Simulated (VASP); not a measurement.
Wanted: the native input for a VASP 6.6.1 run.

- Task: single point
- Functional: PBE
- Potentials or basis: VASP PAW PBE potentials, release 64 (Al, N)
- Cutoff: 520 eV
- k mesh: 6 × 6 × 1
- Occupations: gaussian, width 0.1 eV
- Spin: collinear spin, ferromagnetic start
- Starting moments: [0.0, 0.0, 0.0, 0.0, 0.0, 0.0, 0.0, 0.0, 0.0, 0.0, 0.0, 0.0, 1.0, 1.0] μB
- Dipole correction: no
- Further INCAR settings: ALGO = Normal; EDIFF = 1e-06; NBANDS = 40

The structure of Al6N lies in POSCAR:

```
Al6N
1.0
    2.9481447355      0.0000000000      0.0000000000
   -1.4740723677      2.5531682350      0.0000000000
    0.0000000000      0.0000000000     28.6135758270
Al N
12 2
Direct
    0.6666666667      0.3333333333      0.6761311131
    0.0000000000      0.0000000000      0.7574089972
    0.3333333333      0.6666666667      0.8385815811
    0.3333333333      0.6666666667      0.5938175215
    0.3333333333      0.6666666667      0.0917440398
    0.6666666667      0.3333333333      0.1835713033
    0.0000000000      0.0000000000      0.0008384681
    0.0000000000      0.0000000000      0.2685823329
    0.6666666667      0.3333333333      0.9214746610
    0.6666666667      0.3333333333      0.4300137337
    0.0000000000      0.0000000000      0.5128238619
    0.3333333333      0.6666666667      0.3485255763
    0.0000000000      0.0000000000      0.0672108258
    0.3333333333      0.6666666667      0.1575759841
```

One way to write it, as run:

INCAR

```
ALGO = Normal
EDIFF = 1E-6
ENCUT = 520
GGA = PE
ISIF = 2
ISMEAR = 0
ISPIN = 2
LASPH = True
LCHARG = True
LELF = True
LORBIT = 11
LREAL = False
LVHAR = True
LWAVE = False
MAGMOM = 0 0 0 0 0 0 0 0 0 0 0 0 1 1
NBANDS = 40
NELM = 150
PREC = Accurate
SIGMA = 0.1
```

KPOINTS

```
k-points
0
Gamma
  6 6 1
```

Potentials or basis: VASP PAW PBE potentials, release 64 (Al, N).

Launch:

```sh
$ cat potpaw_PBE.64/Al/POTCAR potpaw_PBE.64/N/POTCAR > POTCAR
$ mpirun -np 1 vasp_std > vasp.out
```

It gave:

| Item | Value |
| --- | --- |
| Pressure | 0.2 GPa |
| Largest force | 0.090 eV/Å |
| Band gap on the k mesh | zero (filled and empty bands overlap) |
| Net moment | 0.00 μB per cell |
| Valence electrons inside the program's atomic spheres | Al 0.75, 0.86, 0.81, 0.77 (each value once); N 3.91, 3.89 |

Caveat: the k points lie up to 0.41 Å⁻¹ apart, too coarse for converged energies and pressures of a metal.

Run time: 5.8 min on 1 thread of Intel Xeon 6975P-C, on a shared host, peak memory 0.47 GiB.
